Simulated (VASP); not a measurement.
Input of a VASP 6.6.1 run:

INCAR

```
PREC = Accurate ; ENCUT = 520
EDIFF = 1E-6 ; ISMEAR = 0
SIGMA = 0.1 ; LREAL = False
LASPH = True ; NELM = 100
ALGO = Fast ; ISIF = 2
LWAVE = False ; LCHARG = False
GGA = PS ; NBANDS = 18
```

The input KPOINTS:

```
regular mesh
0
Gamma
  18 18 14
```

File POSCAR:

```
Au
1.0
    2.0622987342      2.0622987342      0.0000000000
   -2.0622987342      2.0622987342      0.0000000000
    0.0000000000      0.0000000000      4.1245974684
Au
2
Direct
    0.0000000000      0.0000000000      0.0000000000
    0.5000000000      0.5000000000      0.5000000000
```

Potentials or basis: VASP PAW PBE potentials, release 64 (Au).

Command:

```console
$ cat potpaw_PBE.64/Au/POTCAR > POTCAR
$ mpirun -np 1 vasp_std > vasp.out
```

Question: Predict the pressure.

Answer: -5.1 GPa.

Question: Predict the band gap on the k mesh.

Answer: Zero (bands 11 and 12 overlap by 7.11 eV).

Caveat: the cell differs from its parent crystal (equal strain along all axes, cell held: +1.0 %); the cell stands under tension; the PAW data sets were made with another functional, which shifts forces and pressure a little; spin-orbit coupling is left out, which moves the levels of the heavy elements.
